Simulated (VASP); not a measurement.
# NaV2F5 (P1) in VASP: single point with PBE

Aim: the single point of NaV2F5 with PBE.

All numbers are computed with VASP 6.6.1; they aren't measurements. Logs are shortened: lines on timing, memory, paths and dates and some standing lists are left out, and cuts for length are marked.

**1. The cell of the first run**

The typed cell holds 16 atoms: a = 12.217 Å, b = 3.781 Å, c = 4.914 Å, α = 87.55°, β = 92.75°, γ = 91.46°.

**2. Single point, PBE**

Input file INCAR:

```
PREC     = Accurate       # precision mode
ENCUT    = 520            # plane-wave cutoff, eV
EDIFF    = 1E-6           # SCF threshold, eV
ISMEAR   = -1             # smearing method
SIGMA    = 0.1            # smearing width, eV
LREAL    = Auto         
LASPH    = True           # aspherical terms in the spheres
NELM     = 100            # most SCF steps
ALGO     = Normal         # electronic algorithm
ISIF     = 2              # what is computed and relaxed
LWAVE    = False          # write WAVECAR
LCHARG   = False          # write CHGCAR
GGA      = PE             # functional
NBANDS   = 82             # bands
```

Input file KPOINTS:

```
Automatic mesh
0
Gamma
  2 5 4
```

Input file POSCAR:

```
NaV2F5
1.0
   12.2130010000     -0.1505220000     -0.2869060000
   -0.0481620000      3.7799350000      0.0803370000
   -0.1189650000      0.1041100000      4.9119090000
F Na V
10 2 4
Direct
    0.2603130000      0.2603950000      0.9984640000
    0.7524970000      0.7195540000      0.0053530000
    0.9378350000      0.2699240000      0.0170010000
    0.5637860000      0.2524790000      0.0104390000
    0.4254030000      0.7266100000      0.9565100000
    0.0715910000      0.7475590000      0.9559780000
    0.1207820000      0.2684530000      0.4685850000
    0.3779220000      0.2399520000      0.4628040000
    0.6051660000      0.7731540000      0.5418280000
    0.8865310000      0.7204870000      0.5658950000
    0.7611400000      0.2220170000      0.3822450000
    0.2511170000      0.7597040000      0.6336160000
    0.0950470000      0.2342920000      0.1212640000
    0.4031620000      0.2656440000      0.1496030000
    0.5987700000      0.7783770000      0.8679240000
    0.9260780000      0.7490180000      0.9344440000
```

Potentials or basis: VASP PAW PBE potentials, release 64 (F, Na_pv, V_sv).

Started as:

```
$ cat potpaw_PBE.64/F/POTCAR potpaw_PBE.64/Na_pv/POTCAR potpaw_PBE.64/V_sv/POTCAR > POTCAR
$ mpirun -np 1 vasp_std > vasp.out
```

OUTCAR:

```text
PREC = Accurate
   ENCUT = 520
   EDIFF = 1E-6
   ISMEAR = -1
   LREAL = Auto
   LASPH = True
   NELM = 100
   ISIF = 2
   GGA = PE

 ion  position               nearest neighbor table
   1  0.260  0.260  0.998-  14 1.86  13 2.13
   2  0.752  0.720  0.005-  15 1.98  16 2.16
   3  0.938  0.270  0.017-  16 1.85  13 1.97  16 2.03
   4  0.564  0.252  0.010-  15 2.02  14 2.11  15 2.12
   5  0.425  0.727  0.957-  14 1.97  15 2.18  14 2.31
   6  0.072  0.748  0.956-  16 1.78  13 2.05  13 2.09
   7  0.121  0.268  0.469-  13 1.73
   8  0.378  0.240  0.463-  14 1.58
   9  0.605  0.773  0.542-  15 1.61
  10  0.887  0.720  0.566-  16 1.86
  11  0.761  0.222  0.382-
  12  0.251  0.760  0.634-
  13  0.095  0.234  0.121-   7 1.73   3 1.97   6 2.05   6 2.09   1 2.13  16 2.87
  14  0.403  0.266  0.150-   8 1.58   1 1.86   5 1.97   4 2.11   5 2.31
  15  0.599  0.778  0.868-   9 1.61   2 1.98   4 2.02   4 2.12   5 2.18
  16  0.926  0.749  0.934-   6 1.78   3 1.85  10 1.86   3 2.03   2 2.16  13 2.87

  LATTYP: Found a triclinic cell.
 ALAT       =     4.9144523182
 B/A-ratio  =     2.4859937591
 C/A-ratio  =     0.7693828585
 COS(alpha) =     0.0255486746
 COS(beta)  =     0.0427223177
 COS(gamma) =     0.0479310967

  Lattice vectors:

 A1 = (   0.1189650000,  -0.1041100000,  -4.9119090000)
 A2 = (  12.2130010000,  -0.1505220000,  -0.2869060000)
 A3 = (   0.0481620000,  -3.7799350000,  -0.0803370000)

Analysis of symmetry for initial positions (statically):
=====================================================================
 Subroutine PRICEL returns:
 Original cell was already a primitive cell.

 Routine SETGRP: Setting up the symmetry group for a
 triclinic supercell.

 Subroutine GETGRP returns: Found  1 space group operations
 (whereof  1 operations were pure point group operations)
 out of a pool of  2 trial point group operations.

The static configuration has the point symmetry C_1 .

Analysis of symmetry for dynamics (positions and initial velocities):
=====================================================================
 Subroutine PRICEL returns:
 Original cell was already a primitive cell.

 Routine SETGRP: Setting up the symmetry group for a
 triclinic supercell.

[... 129 lines left out ...]
   EDIFF  = 0.1E-05   stopping-criterion for ELM
   LREAL  =      T    real-space projection
   EDIFFG = 0.1E-04   stopping-criterion for IOM
   NSW    =      0    number of steps for IOM
   IBRION =     -1    ionic relax: 0-MD 1-quasi-New 2-CG
   NFREE  =      0    steps in history (QN), initial steepest desc. (CG)
   ISIF   =      2    stress and relaxation
   ISYM   =      2    0-nonsym 1-usesym 2-fastsym
   POTIM  = 0.5000    time-step for ionic-motion
   TEBEG  =    0.0;   TEEND  =   0.0 temperature during run
   PSTRESS=    0.0 pullay stress
   NELECT =     136.0000    total number of electrons
   NUPDOWN=      -1.0000    fix difference up-down
   EMIN   =  10.00;   EMAX   =-10.00  energy-range for DOS
   EFERMI =   0.00;   METHOD = LEGACY
   ISMEAR =    -1;   SIGMA  =   0.10  broadening in eV -4-tet -1-fermi 0-gaus
   EFERMI_NEDOS =   21; number of points for ismear=-14 and -15
   IALGO  =     38    algorithm
   IMIX   =      4    mixing-type and parameters
     AMIX     =   0.40;   BMIX     =  1.00
     AMIX_MAG =   1.60;   BMIX_MAG =  1.00
  volume/ion in A,a.u.               =      14.16        95.53
  Fermi-wavevector in a.u.,A,eV,Ry     =   1.381139  2.609974 25.953721  1.907545
  Thomas-Fermi vector in A             =   2.505951
   LORBIT       =      0    0 simple, 1 ext, 2 COOP (PROOUT), +10 PAW based schemes
   GGA     = PE    functional components
   LHFCALC =     F    Hartree Fock is set to
   AEXX    =    0.0000 exact exchange contribution
   IVDW    =     0    specifies the selected vdW correction
   LEPSILON=     F    determine dielectric tensor
   LRPA    =     F    only Hartree local field effects (RPA)
 non-spin polarized calculation
  energy-cutoff  :      520.00
  volume of cell :      226.49
 maximum number of plane-waves:      6123
 NGX is ok and might be reduce to    96
   NGX = 45   NGY = 15   NGZ = 19

 number of electron     136.0000034 magnetization

 Free energy of the ion-electron system (eV)
  ---------------------------------------------------
  ext. energy  EPLUGINS =         0.00000000
  ---------------------------------------------------
  free energy    TOTEN  =       -84.38740240 eV

  energy without entropy =      -83.47745589  energy(sigma->0) =      -83.93242914

 E-fermi :   5.0391     XC(G=0):  -9.2407

 val. band max:        5.0380509237   @ k =   0.5000   0.4000   0.0000
 cond. band min:       5.0407748116   @ k =   0.0000   0.4000   0.0000
 fundamental gap:      0.0027238878
 Fermi energy:         5.0390635720

 k-point     1 :       0.0000    0.0000    0.0000
  band No.  band energies     occupation
      1     -60.5434      2.00000
      2     -60.4372      2.00000
      3     -60.2102      2.00000
      4     -60.1770      2.00000
      5     -35.6920      2.00000
      6     -35.3986      2.00000
[... 1815 lines left out ...]
     79       6.3291      0.00000
     80       6.4298      0.00000
 [bands above 80 left out]

------------------------ aborting loop because EDIFF is reached ----------------------------------------

  FORCE on cell =-STRESS in cart. coord.  units (eV):
  Direction    XX          YY          ZZ          XY          YZ          ZX
  --------------------------------------------------------------------------------------
  -------------------------------------------------------------------------------------
  Total       13.1774202      9.5217912     38.8875621     -2.4478662     -1.2551859     -0.3378108
  in kB       93.2158283     67.3562533    275.0869480    -17.3159744     -8.8790667     -2.3896416
  external PRESSURE =     145.2196765 kB  Pullay stress =       0.0000000 kB

 VOLUME and BASIS-vectors are now :
 -----------------------------------------------------------------------------
  energy-cutoff  :      520.00
  volume of cell :      226.49
      direct lattice vectors                 reciprocal lattice vectors
    12.213001000 -0.150522000 -0.286906000     0.081938431  0.001002291  0.001963281
    -0.048162000  3.779935000  0.080337000     0.003132486  0.264712361 -0.005534823
    -0.118965000  0.104110000  4.911909000     0.004734813 -0.004270974  0.203792034

 POSITION                                       TOTAL-FORCE (eV/Angst)
 -----------------------------------------------------------------------------------
      3.04788      1.04904      4.85060        -1.814519     -0.073465     -1.005295
      9.15495      2.60716     -0.13180         0.599694     -0.044922      0.439763
     11.43876      0.88090     -0.16388        -1.457661     -1.377428     -0.100963
      6.87212      0.87058     -0.09019         0.112298      0.117228      0.323003
      5.04666      2.78209      4.63461         0.042497      0.684708     -1.173242
      0.72461      2.91448      4.73519         4.762080     -0.405296     -0.780396
[... 8 lines left out ...]
      7.17204      2.94245      4.15391        -1.087946      0.126739      8.044735
     11.16295      2.78913      4.38438        -3.605595      2.476768      1.415074
 -----------------------------------------------------------------------------------
    total drift:                                0.002080     -0.009317      0.021141

  FREE ENERGIE OF THE ION-ELECTRON SYSTEM (eV)
  ---------------------------------------------------
  free  energy   TOTEN  =       -84.3874023965 eV

  energy  without entropy=      -83.4774558857  energy(sigma->0) =      -83.93242914
```

OSZICAR:

```text
N       E                     dE             d eps       ncg     rms          rms(c)
[... 19 lines left out ...]
DAV:  20    -0.843942769411E+02    0.12700E-01   -0.16504E-01  4880   0.763E-01    0.182E+00
DAV:  21    -0.843877812839E+02    0.64957E-02   -0.41502E-02  4648   0.414E-01    0.467E-01
DAV:  22    -0.843875750292E+02    0.20625E-03   -0.61250E-03  4558   0.194E-01    0.305E-01
DAV:  23    -0.843875381652E+02    0.36864E-04   -0.33344E-03  4766   0.128E-01    0.250E-01
DAV:  24    -0.843874102655E+02    0.12790E-03   -0.56057E-04  4240   0.556E-02    0.852E-02
DAV:  25    -0.843874074609E+02    0.28046E-05   -0.45645E-05  4348   0.285E-02    0.567E-02
DAV:  26    -0.843874022857E+02    0.51752E-05   -0.38493E-05  3464   0.154E-02    0.219E-02
DAV:  27    -0.843874023965E+02   -0.11077E-06   -0.93394E-06  2972   0.105E-02
   1 F= -.84387402E+02 E0= -.83932429E+02  d E =-.909947E+00
```

stdout:

```text
POSCAR found type information on POSCAR F NaV
 POSCAR found :  3 types and      16 ions
 scaLAPACK will be used
 LDA part: xc-table for (Slater+PW92), standard interpolation
 POSCAR, INCAR and KPOINTS ok, starting setup
 FFT: planning ... GRIDC
 FFT: planning ... GRID_SOFT
 FFT: planning ... GRID
 WAVECAR not read
 entering main loop
```

Wall time 11 min (1 thread of Intel Xeon 6975P-C (Granite Rapids), shared host); peak memory 0.44 GiB.

Results:

| Property | Result |
| --- | --- |
| Free energy | -84.3874 eV |
| Pressure | 14.5 GPa |
| Largest force | 9.791 eV/Å |
| Band gap on the k mesh | zero (bands 68 and 69 overlap by 0.06 eV) |

Forces on the atoms (eV/Å):
```
F   -1.815 -0.073 -1.005
F    0.600 -0.045  0.440
F   -1.458 -1.377 -0.101
F    0.112  0.117  0.323
F    0.042  0.685 -1.173
F    4.762 -0.405 -0.780
F    0.968  0.411  4.074
F   -2.095 -0.546  9.548
F    0.666 -0.289 -8.382
F   -0.774 -0.005 -1.418
Na   0.270  0.028 -0.076
Na  -0.080 -0.039  0.166
V   -0.258 -1.070 -3.234
V    3.752  0.007 -7.841
V   -1.088  0.127  8.045
V   -3.606  2.477  1.415
```

Stress tensor (GPa, compression positive):
```
 9.32 -1.73 -0.24
-1.73  6.74 -0.89
-0.24 -0.89 27.51
```

Levels at points of the mesh, in eV from the Fermi level:
```
           k point  band 64  band 65  band 66  band 67  band 68  band 69  band 70  band 71  band 72  band 73
(0.00, 0.00, 0.00)    -0.89    -0.28    -0.21    -0.16    -0.11     0.00     0.03     0.11     0.32     0.35
(0.50, 0.00, 0.00)    -0.74    -0.59    -0.30    -0.17    -0.06     0.02     0.04     0.12     0.33     0.33
(0.00, 0.00, 0.50)    -0.24    -0.19    -0.16    -0.10     0.06     0.12     0.18     0.24     0.35     0.45
(0.50, 0.00, 0.50)    -0.29    -0.15    -0.13    -0.09     0.03     0.11     0.17     0.22     0.36     0.46
```

Caveat: the stress differs along the axes, from 7 to 28 GPa; the run has no spin polarisation, though such a crystal can be magnetic; semilocal functionals often make such compounds metallic where correlation or magnetic order opens a gap, which also shifts bond lengths; forces of over 1 eV/Å act on the atoms, so gaps and moduli don't describe the material at rest.
